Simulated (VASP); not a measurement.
# CoPtO2 in VASP: single point with PBE

Aim: the single point of CoPtO2 with PBE.

All numbers are computed with VASP 6.6.1; they aren't measurements. Logs are shortened: lines on timing, memory, paths and dates and some standing lists are left out, and cuts for length are marked.

### Step 1. The cell of the first run

The cell holds a slab with vacuum, 8 atoms: a = 2.855 Å, b = 2.855 Å, c = 24.913 Å, α = 90.00°, β = 90.00°, γ = 120.00°.

### Step 2. Single point, PBE

Contents of INCAR:

```
PREC     = Accurate       # precision mode
ENCUT    = 520            # plane-wave cutoff, eV
EDIFF    = 1E-6           # SCF threshold, eV
ISMEAR   = 0              # smearing method
SIGMA    = 0.1            # smearing width, eV
LREAL    = F              # projectors in reciprocal space
LASPH    = T              # aspherical terms in the spheres
NELM     = 60             # most SCF steps
ALGO     = Normal         # electronic algorithm
ISIF     = 2              # what is computed and relaxed
LWAVE    = F              # write WAVECAR
LCHARG   = T              # write CHGCAR
LDIPOL   = T            
IDIPOL   = 3            
DIPOL    = 0.5 0.5 0.490
GGA      = PE             # functional
LELF     = T              # ELF
LVHAR    = T            
LVACPOTAV= T            
NBANDS   = 41             # bands
```

Contents of KPOINTS:

```
Automatic mesh
0
Gamma
  12 12 1
```

Contents of POSCAR:

```
CoPtO2
1.0
    2.8547899553      0.0000000000      0.0000000000
   -1.4273949777      2.4723206238      0.0000000000
    0.0000000000      0.0000000000     24.9130363141
O Co Pt
4 2 2
Direct
    0.0000000000      0.0000000000      0.3010472070
    0.6666666667      0.3333333333      0.3790312227
    0.6666666667      0.3333333333      0.5403229258
    0.3333333333      0.6666666667      0.6183069415
    0.3333333333      0.6666666667      0.3400392149
    0.0000000000      0.0000000000      0.5793149336
    0.6666666667      0.3333333333      0.4596770742
    0.3333333333      0.6666666667      0.6989527930
```

Potentials or basis: VASP PAW PBE potentials, release 64 (O, Co, Pt).

Launch:

```bash
$ cat potpaw_PBE.64/O/POTCAR potpaw_PBE.64/Co/POTCAR potpaw_PBE.64/Pt/POTCAR > POTCAR
$ mpirun -np 1 vasp_std > vasp.out
```

OUTCAR:

```text
PREC = Accurate
   ENCUT = 520
   EDIFF = 1E-6
   ISMEAR = 0
   LREAL = F
   LASPH = T
   NELM = 60
   ISIF = 2
   GGA = PE

 ion  position               nearest neighbor table
   1  0.000  0.000  0.301-   5 1.91   5 1.91   5 1.91
   2  0.667  0.333  0.379-   5 1.91   5 1.91   5 1.91   7 2.01
   3  0.667  0.333  0.540-   6 1.91   6 1.91   6 1.91   7 2.01
   4  0.333  0.667  0.618-   6 1.91   6 1.91   6 1.91   8 2.01
   5  0.333  0.667  0.340-   2 1.91   2 1.91   2 1.91   1 1.91   1 1.91   1 1.91
   6  0.000  0.000  0.579-   3 1.91   3 1.91   3 1.91   4 1.91   4 1.91   4 1.91
   7  0.667  0.333  0.460-   2 2.01   3 2.01
   8  0.333  0.667  0.699-   4 2.01

  LATTYP: Found a hexagonal cell.
 ALAT       =     2.8547899553
 C/A-ratio  =     8.7267493245

  Lattice vectors:

 A1 = (   2.8547899553,   0.0000000000,   0.0000000000)
 A2 = (  -1.4273949777,   2.4723206238,   0.0000000000)
 A3 = (   0.0000000000,   0.0000000000,  24.9130363141)

Analysis of symmetry for initial positions (statically):
=====================================================================
 Subroutine PRICEL returns:
 Original cell was already a primitive cell.

 Routine SETGRP: Setting up the symmetry group for a
 hexagonal supercell.

 Subroutine GETGRP returns: Found  6 space group operations
 (whereof  6 operations were pure point group operations)
 out of a pool of 24 trial point group operations.

The static configuration has the point symmetry C_3v.

Analysis of symmetry for dynamics (positions and initial velocities):
=====================================================================
 Subroutine PRICEL returns:
 Original cell was already a primitive cell.

 Routine SETGRP: Setting up the symmetry group for a
 hexagonal supercell.

 Subroutine GETGRP returns: Found  6 space group operations
 (whereof  6 operations were pure point group operations)
 out of a pool of 24 trial point group operations.

The dynamic configuration has the point symmetry C_3v.

 Subroutine INISYM returns: Found  6 space group operations
 (whereof  6 operations are pure point group operations),
 and found     1 'primitive' translations

----------------------------------------------------------------------------------------

                                     Primitive cell

  volume of cell :     175.8351

  direct lattice vectors                    reciprocal lattice vectors
     2.854789955  0.000000000  0.000000000     0.350288468  0.202239141  0.000000000
    -1.427394978  2.472320624  0.000000000     0.000000000  0.404478283  0.000000000
     0.000000000  0.000000000 24.913036314     0.000000000  0.000000000  0.040139628

  length of vectors
     2.854789955  2.854789955 24.913036314     0.404478283  0.404478283  0.040139628

  position of ions in fractional coordinates (direct lattice)
     0.000000000  0.000000000  0.301047207
     0.666666667  0.333333333  0.379031223
     0.666666667  0.333333333  0.540322926
     0.333333333  0.666666667  0.618306942
     0.333333333  0.666666667  0.340039215
     0.000000000  0.000000000  0.579314934
     0.666666667  0.333333333  0.459677074
     0.333333333  0.666666667  0.698952793

  ion indices of the primitive-cell ions
   primitive index   ion index
                 1           1
                 2           2
                 3           3
                 4           4
                 5           5
                 6           6
                 7           7
                 8           8

----------------------------------------------------------------------------------------

 KPOINTS: Automatic mesh

Automatic generation of k-mesh.
 Grid dimensions read from file:
 generate k-points for:   12   12    1

 Generating k-lattice:

  Cartesian coordinates                     Fractional coordinates (reciprocal lattice)
     0.029190706  0.016853262  0.000000000     0.083333333  0.000000000  0.000000000
     0.000000000  0.033706524  0.000000000     0.000000000  0.083333333  0.000000000
     0.000000000  0.000000000  0.040139628     0.000000000  0.000000000  1.000000000

  Length of vectors
     0.033706524  0.033706524  0.040139628

  Shift w.r.t. Gamma in fractional coordinates (k-lattice)
     0.000000000  0.000000000  0.000000000

 Subroutine IBZKPT returns following result:
 ===========================================

 Found     19 irreducible k-points:

 Following reciprocal coordinates:
            Coordinates               Weight
  0.000000  0.000000  0.000000      1.000000
  0.083333  0.000000  0.000000      6.000000
  0.166667  0.000000  0.000000      6.000000
  0.250000  0.000000  0.000000      6.000000
  0.333333  0.000000  0.000000      6.000000
  0.416667  0.000000  0.000000      6.000000
[... 11 lines left out ...]
  0.333333  0.250000  0.000000     12.000000
  0.333333  0.333333  0.000000      2.000000
   k-points           NKPTS =     19   k-points in BZ     NKDIM =     19   number of bands    NBANDS=     41
   number of dos      NEDOS =    301   number of ions     NIONS =      8
   total plane-waves  NPLWV = 110592
   dimension x,y,z NGX =    24 NGY =   24 NGZ =  192
   dimension x,y,z NGXF=    48 NGYF=   48 NGZF=  384
   ions per type =               4   2   2
   NGX,Y,Z   is equivalent  to a cutoff of  13.98, 13.98, 12.81 a.u.
   NGXF,Y,Z  is equivalent  to a cutoff of  27.95, 27.95, 25.62 a.u.
 SYSTEM =  unknown system
   PREC   = accura    normal or accurate (medium, high low for compatibility)
   ISTART =      0    job   : 0-new  1-cont  2-samecut
   ICHARG =      2    charge: 1-file 2-atom 10-const
   ISPIN  =      1    spin polarized calculation?
   LNONCOLLINEAR =      F non collinear calculations
   LSORBIT =      F    spin-orbit coupling
   LASPH  =      T    aspherical Exc in radial PAW
   ENCUT  =  520.0 eV  38.22 Ry    6.18 a.u.   5.31  5.31 46.32*2*pi/ulx,y,z
   NELM   =     60;   NELMIN=  2; NELMDL= -5     # of ELM steps
   EDIFF  = 0.1E-05   stopping-criterion for ELM
   LREAL  =      F    real-space projection
   EDIFFG = 0.1E-04   stopping-criterion for IOM
   NSW    =      0    number of steps for IOM
   IBRION =     -1    ionic relax: 0-MD 1-quasi-New 2-CG
   NFREE  =      0    steps in history (QN), initial steepest desc. (CG)
   ISIF   =      2    stress and relaxation
   ISYM   =      2    0-nonsym 1-usesym 2-fastsym
   POTIM  = 0.5000    time-step for ionic-motion
   TEBEG  =    0.0;   TEEND  =   0.0 temperature during run
   PSTRESS=    0.0 pullay stress
   NELECT =      62.0000    total number of electrons
   NUPDOWN=      -1.0000    fix difference up-down
   EMIN   =  10.00;   EMAX   =-10.00  energy-range for DOS
   EFERMI =   0.00;   METHOD = LEGACY
   ISMEAR =     0;   SIGMA  =   0.10  broadening in eV -4-tet -1-fermi 0-gaus
   EFERMI_NEDOS =   21; number of points for ismear=-14 and -15
   IALGO  =     38    algorithm
   IMIX   =      4    mixing-type and parameters
     AMIX     =   0.40;   BMIX     =  1.00
     AMIX_MAG =   1.60;   BMIX_MAG =  1.00
  volume/ion in A,a.u.               =      21.98       148.32
  Fermi-wavevector in a.u.,A,eV,Ry     =   1.156565  2.185592 18.199745  1.337643
  Thomas-Fermi vector in A             =   2.293184
   LORBIT       =      0    0 simple, 1 ext, 2 COOP (PROOUT), +10 PAW based schemes
   GGA     = PE    functional components
   LHFCALC =     F    Hartree Fock is set to
   AEXX    =    0.0000 exact exchange contribution
   IVDW    =     0    specifies the selected vdW correction
   LEPSILON=     F    determine dielectric tensor
   LRPA    =     F    only Hartree local field effects (RPA)
 non-spin polarized calculation
 Gauss-broadening in eV      SIGMA  =   0.10
  energy-cutoff  :      520.00
  volume of cell :      175.84
 maximum number of plane-waves:      4767
 NGX is ok and might be reduce to    24
   NGX = 11   NGY = 11   NGZ = 93

 dipolmoment           0.000000      0.000000      0.140358 electrons x Angstroem

 number of electron      62.0000007 magnetization

 dipolmoment           0.000000      0.000000     -0.103707 electrons x Angstroem

 Free energy of the ion-electron system (eV)
  ---------------------------------------------------
  ext. energy  EPLUGINS =         0.00000000
  ---------------------------------------------------
  free energy    TOTEN  =       -51.18526123 eV

  energy without entropy =      -51.13441154  energy(sigma->0) =      -51.15983638

 E-fermi :   0.4005     XC(G=0):  -6.6345

 val. band max:        0.3995232732   @ k =   0.0833   0.0833   0.0000
 cond. band min:       0.4196892094   @ k =   0.0833   0.0000   0.0000
 fundamental gap:      0.0201659362
 Fermi energy:         0.4005037291

 k-point     1 :       0.0000    0.0000    0.0000
  band No.  band energies     occupation
      1     -20.8561      2.00000
      2     -19.8656      2.00000
      3     -19.2765      2.00000
      4     -17.4683      2.00000
      5      -8.4493      2.00000
      6      -6.9805      2.00000
[... 33 lines left out ...]
     40       5.5191      0.00000
     41       6.0075      0.00000

 k-point     2 :       0.0833    0.0000    0.0000
  band No.  band energies     occupation
      1     -20.7805      2.00000
      2     -19.7994      2.00000
      3     -19.2636      2.00000
      4     -17.4528      2.00000
      5      -8.3602      2.00000
      6      -6.9710      2.00000
[... 33 lines left out ...]
     40       5.8323      0.00000
     41       6.3060      0.00000

 k-point     3 :       0.1667    0.0000    0.0000
  band No.  band energies     occupation
      1     -20.5668      2.00000
      2     -19.6186      2.00000
      3     -19.2265      2.00000
      4     -17.4079      2.00000
      5      -8.1255      2.00000
      6      -7.0610      2.00000
[... 655 lines left out ...]
      2     -19.2461      2.00000
      3     -18.6754      2.00000
      4     -17.0815      2.00000
      5      -7.4307      2.00000
      6      -7.1820      2.00000
[... 33 lines left out ...]
     40       8.2773      0.00000
     41       9.9282      0.00000

 k-point    19 :       0.3333    0.3333    0.0000
  band No.  band energies     occupation
      1     -19.2957      2.00000
      2     -19.2534      2.00000
      3     -18.6463      2.00000
      4     -17.0571      2.00000
      5      -7.2828      2.00000
      6      -7.0715      2.00000
[... 33 lines left out ...]
     40       7.9929      0.00000
     41       8.1221      0.00000

------------------------ aborting loop because EDIFF is reached ----------------------------------------

  FORCE on cell =-STRESS in cart. coord.  units (eV):
  Direction    XX          YY          ZZ          XY          YZ          ZX
  --------------------------------------------------------------------------------------
  -------------------------------------------------------------------------------------
  Total       -2.8551763     -2.8551763      1.3654349      0.0000000      0.0000000     -0.0000000
  in kB      -26.0158432    -26.0158432     12.4415927      0.0000000      0.0000000     -0.0000000
  external PRESSURE =     -13.1966979 kB  Pullay stress =       0.0000000 kB

 VOLUME and BASIS-vectors are now :
 -----------------------------------------------------------------------------
  energy-cutoff  :      520.00
  volume of cell :      175.84
      direct lattice vectors                 reciprocal lattice vectors
     2.854789955  0.000000000  0.000000000     0.350288468  0.202239141  0.000000000
    -1.427394978  2.472320624  0.000000000     0.000000000  0.404478283  0.000000000
     0.000000000  0.000000000 24.913036314     0.000000000  0.000000000  0.040139628

 POSITION                                       TOTAL-FORCE (eV/Angst)
 -----------------------------------------------------------------------------------
      0.00000      0.00000      7.50000        -0.000000     -0.000000      1.239179
      1.42739      0.82411      9.44282         0.000000     -0.000000      0.318842
      1.42739      0.82411     13.46108         0.000000     -0.000000     -0.080488
     -0.00000      1.64821     15.40390         0.000000     -0.000000     -0.522478
     -0.00000      1.64821      8.47141        -0.000000      0.000000     -1.558077
      0.00000      0.00000     14.43249         0.000000     -0.000000      0.060962
      1.42739      0.82411     11.45195        -0.000000      0.000000     -0.197025
     -0.00000      1.64821     17.41304        -0.000000     -0.000000      0.739085
 -----------------------------------------------------------------------------------
    total drift:                               -0.000000      0.000000      0.000157

  FREE ENERGIE OF THE ION-ELECTRON SYSTEM (eV)
  ---------------------------------------------------
  free  energy   TOTEN  =       -51.1852612268 eV

  energy  without entropy=      -51.1344115375  energy(sigma->0) =      -51.15983638

 vacuum level on the upper side and lower side of the slab         5.526         8.184
```

Wall time 7.1 min (1 thread of AMD EPYC 7R13, shared host); peak memory 0.37 GiB.

Results:

```yaml
Free_energy: -51.1853 eV
Largest_force: 1.558 eV/Å
Band_gap_on_the_k_mesh: zero (bands 31 and 32 overlap by 0.71 eV)
```

Forces on the atoms (eV/Å):
```
O    0.000  0.000  1.239
O    0.000  0.000  0.319
O    0.000  0.000 -0.080
O    0.000  0.000 -0.522
Co   0.000  0.000 -1.558
Co   0.000  0.000  0.061
Pt   0.000  0.000 -0.197
Pt   0.000  0.000  0.739
```

Caveat: spin-orbit coupling is left out, which moves the levels of the heavy elements; the run has no spin polarisation, though such a crystal can be magnetic; semilocal functionals often make such compounds metallic where correlation or magnetic order opens a gap, which also shifts bond lengths. Spin polarisation is off, so any magnetic state and its effect on volume and gap are missing.

The gap in the log of VASP goes by the Fermi energy; the results here count the filled bands.